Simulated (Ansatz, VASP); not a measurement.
## One calculation of TiC, two programs

File INCAR:

```
PREC = Accurate ; ENCUT = 520
EDIFF = 1E-6 ; ISMEAR = 0
SIGMA = 0.15 ; LREAL = F
LASPH = T ; NELM = 80
ALGO = Normal ; ISIF = 2
LWAVE = F ; LCHARG = F
GGA = PE ; NBANDS = 15
```

KPOINTS

```
Automatic mesh
0
Gamma
  18 18 18
```

POSCAR

```
TiC
1.0
    0.1013834000      2.1640000000      2.1640000000
    2.1640000000      0.1013834000      2.1640000000
    2.2653834000      2.2653834000      0.0000000000
Ti C
1 1
Direct
    0.0000000000      0.0000000000      0.0000000000
    0.5000000000      0.5000000000      0.5000000000
```

Input for Ansatz:

```yaml
crystal:
  lattice:
    - [0.1013834, 2.164, 2.164]
    - [2.164, 0.1013834, 2.164]
    - [2.2653834, 2.2653834, 0.0]
  atoms:
    - { symbol: Ti, position: [0.0, 0.0, 0.0] }
    - { symbol: C, position: [0.5, 0.5, 0.5] }
basis:
  ecutwfc: 420
kpoints:
  mp_grid: { grid: [18, 18, 18] }
hamiltonian:
  xc: pbe
scf:
  occupations: { method: gaussian, width: 0.15 }
output:
  forces: true
  stress: true
  eigenvalues: true
```

Change from the starting cell: strain +0.0937 x Voigt [0, 0, 0, 0, 0, 1], atoms carried along.

Alike in both runs: task single point; functional PBE; k mesh 18 × 18 × 18; occupations gaussian, width 0.15 eV; no spin polarisation.

```csv
,VASP,Ansatz
version,VASP 6.6.1,Ansatz 0.2.0
potentials or method,"VASP PAW PBE potentials, release 64 (Ti_sv, C), cutoff 520 eV","scalar-relativistic, plane waves, PAW"
valence electrons in the cell,16,16
```

Ansatz gave:

| Item | Value |
| --- | --- |
| gap on the k mesh at the Fermi level (eV) | none |
| pressure (GPa) | 1.5 |
| traceless stress, the component that is largest in VASP (GPa) | -15.89 |

Task: Which values does VASP return?

Result: gap on the k mesh at the Fermi level (eV): none; pressure (GPa): 1.7; traceless stress, the component that is largest in VASP (GPa): -15.82.

A gap of «none» marks a metal or a gap that the smearing closes.
